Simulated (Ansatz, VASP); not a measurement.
# One calculation of BaHfO3, two programs

```
CELL_PARAMETERS angstrom
4.17706 0.00000 0.00000
0.00000 4.17706 0.00000
0.00000 0.00000 4.30237
ATOMIC_POSITIONS crystal
Ba 0.00000 0.00000 0.00000
Hf 0.50000 0.50000 0.50000
O 0.50000 0.50000 0.00000
O 0.50000 0.00000 0.50000
O 0.00000 0.50000 0.50000
```

Change from the starting cell: uniaxial_z strain +3.0%.

Alike in both runs: task single point; functional r2SCAN; k mesh 6 × 6 × 6; non-collinear spin, spin-orbit coupling.

```csv
,VASP,Ansatz
version,VASP 6.6.1,Ansatz 0.2.0
potentials or method,"VASP PAW PBE potentials, release 64 (Ba_sv, Hf_pv, O)","plane waves, PAW"
plane-wave cutoff (eV),520,500
occupations,"gaussian, width 0.01 eV",fixed
valence electrons in the cell,38,54
```

```csv
,VASP,Ansatz,Ansatz less VASP
pressure (GPa),-5.2,-4.7,+0.52
"traceless stress, the component that is largest in VASP (GPa)",-4.10,-4.16,-0.056
```

VASP's potentials were made for PBE, not for r2SCAN. VASP's potentials hold 38 valence electrons a cell and Ansatz's 54, so a difference there can come from the potentials and not from the codes.
